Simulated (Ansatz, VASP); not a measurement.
# SiC: VASP beside Ansatz

```
Si C
1.0
     5.54406    0.17123   -0.21599
     0.16713    6.07928    0.06103
    -0.21416    0.03771    5.22936
Si C
8 8
Direct
  0.40312 0.15877 0.68528
  0.89997 0.97645 0.67859
  0.54402 0.43593 0.07313
  0.00363 0.70360 0.14633
  0.62608 0.44845 0.55148
  0.20951 0.24569 0.13627
  0.36274 0.89729 0.30454
  0.41608 0.72228 0.75209
  0.08077 0.23164 0.78443
  0.98381 0.45967 0.64098
  0.68931 0.90164 0.15979
  0.06761 0.68233 0.78023
  0.80615 0.29001 0.25263
  0.01020 0.43467 0.34159
  0.61612 0.94908 0.87563
  0.81352 0.06303 0.32768
```

Alike in both runs: task single point; functional PBE; k mesh 6 × 6 × 6; occupations gaussian, width 0.1 eV; no spin polarisation.

|  | VASP | Ansatz |
| --- | --- | --- |
| version | VASP 6.6.1 | Ansatz 0.2.0 |
| potentials or method | VASP PAW PBE potentials, release 64 (Si, C), cutoff 520 eV | scalar-relativistic, plane waves, PAW |
| valence electrons in the cell | 64 | 64 |

|  | VASP | Ansatz | Ansatz less VASP |
| --- | --- | --- | --- |
| gap on the k mesh at the Fermi level (eV) | none | none | - |
| rms of the force components (eV/Å) | 0.019 | 0.011 | -0.0074 |

Atom by atom the forces differ by 0.013 eV/Å (rms over components). A gap of «none» marks a metal or a gap that the smearing closes. With one functional, cell and mesh, what is left measures potentials, basis and numerics.
